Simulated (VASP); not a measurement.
Wanted: the native input for a VASP 6.6.1 run.

```
Task                    : density of states
Functional              : PBE
Potentials or basis     : VASP PAW PBE potentials, release 64 (Al)
Cutoff                  : 520 eV
k mesh                  : 16 × 16 × 16
Occupations             : fermi-dirac, width 0.08 eV
Spin                    : no spin polarisation
Dipole correction       : no
k mesh for the DOS      : 24 × 24 × 24
Occupations for the DOS : tetrahedron
Further INCAR settings  : ALGO = Normal; EDIFF = 1e-06; NBANDS = 8
```

The system is Al.

```
Al
1.0
     2.72233    0.00000    0.00000
     0.00000    2.72233    0.00000
     0.00000    0.00000    2.72233
Al
1
Direct
  0.00000 0.00000 0.00000
```

One way to write it, as run:

POSCAR

```
Al
1.0
    2.7223286696      0.0000000000      0.0000000000
    0.0000000000      2.7223286696      0.0000000000
    0.0000000000      0.0000000000      2.7223286696
Al
1
Direct
    0.0000000000      0.0000000000      0.0000000000
```

INCAR.step1

```
SYSTEM = Al
  PREC = Accurate
  ENCUT = 520
  EDIFF = 1E-6
  ISMEAR = -1
  SIGMA = 0.08
  LREAL = .FALSE.
  LASPH = .TRUE.
  NELM = 100
  ALGO = Normal
  ISIF = 2
  LWAVE = .FALSE.
  LCHARG = .TRUE.
  GGA = PE
  NBANDS = 8
```

KPOINTS.step1

```
regular mesh
0
G
  16 16 16
  0 0 0
```

INCAR.step2

```
SYSTEM = Al
  PREC = Accurate
  ENCUT = 520
  EDIFF = 1E-6
  ISMEAR = -5
  SIGMA = 0.08
  LREAL = .FALSE.
  LASPH = .TRUE.
  NELM = 100
  ALGO = Normal
  ISIF = 2
  LWAVE = .FALSE.
  LCHARG = .FALSE.
  GGA = PE
  LORBIT = 10
  NBANDS = 8
  NEDOS = 2001
  ICHARG = 11
```

KPOINTS.step2

```
regular mesh
0
G
  24 24 24
  0 0 0
```

Potentials or basis: VASP PAW PBE potentials, release 64 (Al).

Command:

```console
$ cat potpaw_PBE.64/Al/POTCAR > POTCAR
$ cp INCAR.step1 INCAR
$ cp KPOINTS.step1 KPOINTS
$ mpirun -np 1 vasp_std > vasp.out
$ cp INCAR.step2 INCAR
$ cp KPOINTS.step2 KPOINTS
$ mpirun -np 1 vasp_std > vasp.out
```

Results of the run:

```json
{"Valence electrons inside the program's atomic spheres": "Al 0.79"}
```

Wall time 29 s on 1 thread of AMD EPYC 7R13 Processor (Zen 3), with other jobs on the host, peak memory 0.14 GiB.
